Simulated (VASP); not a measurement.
Set up this calculation in VASP 6.6.1, as the native input.

- Task: single point
- Functional: PBE
- Dispersion: D3(BJ)
- Potentials or basis: VASP PAW PBE potentials, release 64 (Sn_d, O)
- Cutoff: 520 eV
- k mesh: 9 × 9 × 2
- Occupations: gaussian, width 0.05 eV
- Spin: no spin polarisation
- Dipole correction: no
- Further INCAR settings: ALGO = Normal; EDIFF = 1e-06; NBANDS = 49

The structure of SnO2 lies in POSCAR:

```
SnO2
1.0
   -3.2372529198      0.0000000000      0.0000000000
   -1.6186264599     -2.8035432670      0.0000000000
   -2.9135276278     -1.6821259603     13.6754773976
Sn O
3 6
Direct
    0.3842257432      0.3842257432      0.4707348724
    0.9058593022     -0.0941406978      0.1569011630
   -0.1374078157     -0.1374078157      0.7845685818
    0.5290662663      0.5290662663      0.2293340005
    0.4857991484     -0.5142008516      0.8570014193
    0.0074327074      0.0074327074      0.5431677099
    0.2393852201      0.2393852201      0.7121357442
    0.7610187791     -0.2389812209      0.3983020348
    0.2826523381      0.2826523381      0.0844683255
```

The input as run:

INCAR

```
ALGO = Normal
EDIFF = 1E-6
ENCUT = 520
GGA = PE
ISIF = 2
ISMEAR = 0
IVDW = 12
LASPH = True
LCHARG = True
LELF = True
LREAL = False
LVHAR = True
LWAVE = False
NBANDS = 49
NELM = 60
PREC = Accurate
SIGMA = 0.05
```

KPOINTS

```
k-points
0
Gamma
  9 9 2
```

Potentials or basis: VASP PAW PBE potentials, release 64 (Sn_d, O).

Launch:

```bash
$ cat potpaw_PBE.64/Sn_d/POTCAR potpaw_PBE.64/O/POTCAR > POTCAR
$ mpirun -np 1 vasp_std > vasp.out
```

Results of the run:

```yaml
Pressure: 0.4 GPa
Largest_force: 0.209 eV/Å
Band_gap_on_the_k_mesh: 1.74 eV, indirect (least direct gap 1.82 eV)
Dispersion_energy_per_atom: -0.189 eV
```

Caveat: spin-orbit coupling is left out, which moves the levels of the heavy elements.

Wall time 2.6 min on 1 thread of Intel(R) Xeon(R) 6975P-C (Granite Rapids), on a shared host, peak memory 0.38 GiB.
